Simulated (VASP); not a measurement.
## SiO2: single point with PBE

The system is SiO2, a sheet with vacuum.

```
Si O
1.0
     5.77323    0.00000    0.00000
     0.00000    2.50429    0.00000
     0.00000    0.00000   27.04600
Si O
1 2
Cartesian
  2.8866 0.0000 8.0000
  2.8866 1.2521 9.1499
  2.8866 1.2522 6.8501
```

```yaml
Program: VASP 6.6.1
Task: single point
Functional: PBE
Potentials_or_basis: VASP PAW PBE potentials, release 64 (Si, O)
Cutoff: 520 eV
k_mesh: 8 × 6 × 1
Occupations: gaussian, width 0.1 eV
Spin: no spin polarisation
```

The largest force is 0.081 eV/Å. The band gap on the k mesh is 3.07 eV, indirect (least direct gap 3.66 eV).

Forces on the atoms (eV/Å):
```
Si   0.000  0.000  0.000
O    0.000  0.000  0.081
O    0.000  0.000 -0.081
```

Levels at points of the mesh, in eV from the valence-band top:
| k point | band 6 | band 7 | band 8 | band 9 | band 10 | band 11 |
| --- | --- | --- | --- | --- | --- | --- |
| (0.00, 0.00, 0.00) | -1.52 | -0.96 | -0.60 | 3.07 | 6.35 | 7.57 |
| (0.50, 0.00, 0.00) | -1.54 | -0.96 | -0.59 | 3.77 | 5.41 | 8.18 |
| (0.00, 0.50, 0.00) | -1.82 | -0.27 | 0.00 | 4.55 | 6.26 | 10.43 |
| (0.50, 0.50, 0.00) | -1.83 | -0.27 | 0.00 | 4.38 | 6.41 | 11.23 |

Wall time 98 s on 1 thread of Intel(R) Xeon(R) 6975P-C (Granite Rapids), on a shared host, peak memory 0.51 GiB.
